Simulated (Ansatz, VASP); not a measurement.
**Two plane-wave programs on CoH3**

```
CELL_PARAMETERS angstrom
-2.65525 0.00087 -0.04718
-0.04757 0.00097 -2.65701
0.00284 -5.25093 0.00295
ATOMIC_POSITIONS crystal
Co 0.05108 0.05476 0.99963
Co 0.05349 0.05246 0.49962
H 0.00323 0.46073 0.75102
H 0.00324 0.46068 0.24938
H 0.47877 0.48821 0.50001
H 0.49045 0.47650 0.00001
H 0.45983 0.00334 0.74938
H 0.45992 0.00333 0.25096
```

Change from the starting cell: cell x2, atoms moved at random (sigma 0.05 Å) and cell strained at random (1.5 %), then relaxed without symmetry.

Alike in both runs: functional PBE; k mesh 8 × 8 × 4; occupations gaussian, width 0.2 eV; no spin polarisation.

Ansatz relaxed the structure, and its values are those at the end. VASP's run is a single point on that final structure, the one shown.

|  | VASP | Ansatz |
| --- | --- | --- |
| version | VASP 6.6.1 | Ansatz 0.2.0 |
| potentials or method | VASP PAW PBE potentials, release 64 (Co, H), cutoff 520 eV | scalar-relativistic, plane waves, PAW |
| valence electrons in the cell | 24 | 40 |

Ansatz gave:

```
gap on the k mesh at the Fermi level (eV) : none
pressure (GPa)                            : 0.0
rms of the force components (eV/Å)        : 0.001
```

Estimate VASP's values.

gap on the k mesh at the Fermi level (eV): none; pressure (GPa): -0.4; rms of the force components (eV/Å): 0.014.

A gap of «none» marks a metal or a gap that the smearing closes. VASP's potentials hold 24 valence electrons a cell and Ansatz's 40, so a difference there can come from the potentials and not from the codes.
